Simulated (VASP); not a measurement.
Set up this calculation in VASP 6.6.1, as the native input.

```
Task                   : single point
Functional             : PBE
Potentials or basis    : VASP PAW PBE potentials, release 64 (Ba_sv, Ta_pv, O)
Cutoff                 : 520 eV
k mesh                 : 6 × 6 × 4
Occupations            : gaussian, width 0.1 eV
Spin                   : no spin polarisation
Dipole correction      : no
Further INCAR settings : ALGO = Normal; EDIFF = 1e-07; NBANDS = 36
```

The structure of BaTa3O2 lies in POSCAR:

```
BaTa3O2
1.0
    5.2257233400      0.0000000000      0.0000000000
   -2.6128616700      4.5256091700      0.0000000000
    0.0000000000      0.0000000000      5.3795061500
Ba Ta O
1 3 2
Direct
    0.0000000000      0.0000000000      0.5000000000
    0.5000000000      0.0000000000      0.0000000000
    0.0000000000      0.5000000000      0.0000000000
    0.5000000000      0.5000000000      0.0000000000
    0.3333333300      0.6666666700      0.0000000000
    0.6666666700      0.3333333300      0.0000000000
```

The cell was built from a structure type or drawn by symmetry, and may not be a known phase.

The input as run:

INCAR

```
ALGO     = Normal         # electronic algorithm
EDIFF    = 1E-7           # SCF threshold, eV
ENCUT    = 520            # plane-wave cutoff, eV
GGA      = PE             # functional
ISIF     = 2              # what is computed and relaxed
ISMEAR   = 0              # smearing method
LASPH    = True           # aspherical terms in the spheres
LCHARG   = False          # write CHGCAR
LREAL    = False          # projectors in reciprocal space
LWAVE    = False          # write WAVECAR
NBANDS   = 36             # bands
NELM     = 60             # most SCF steps
PREC     = Accurate       # precision mode
SIGMA    = 0.1            # smearing width, eV
```

KPOINTS

```
k-points
0
Gamma
  6 6 4
```

Potentials or basis: VASP PAW PBE potentials, release 64 (Ba_sv, Ta_pv, O).

Run with:

```sh
$ cat potpaw_PBE.64/Ba_sv/POTCAR potpaw_PBE.64/Ta_pv/POTCAR potpaw_PBE.64/O/POTCAR > POTCAR
$ mpirun -np 1 vasp_std > vasp.out
```

It gave:

The pressure is 157.8 GPa. The band gap on the k mesh is zero (an odd number of electrons rules out a gap without spin polarisation).

Caveat: atoms lie so close that the PAW spheres overlap strongly, which falsifies energies and pressures; the cell stands under pressure; spin-orbit coupling is left out, which moves the levels of the heavy elements; an odd number of electrons without spin polarisation forces a metal; a magnetic or distorted state may lie lower.

It took 2.5 min on 1 thread of Intel Xeon 8259CL (shared host), peak memory 0.29 GiB.
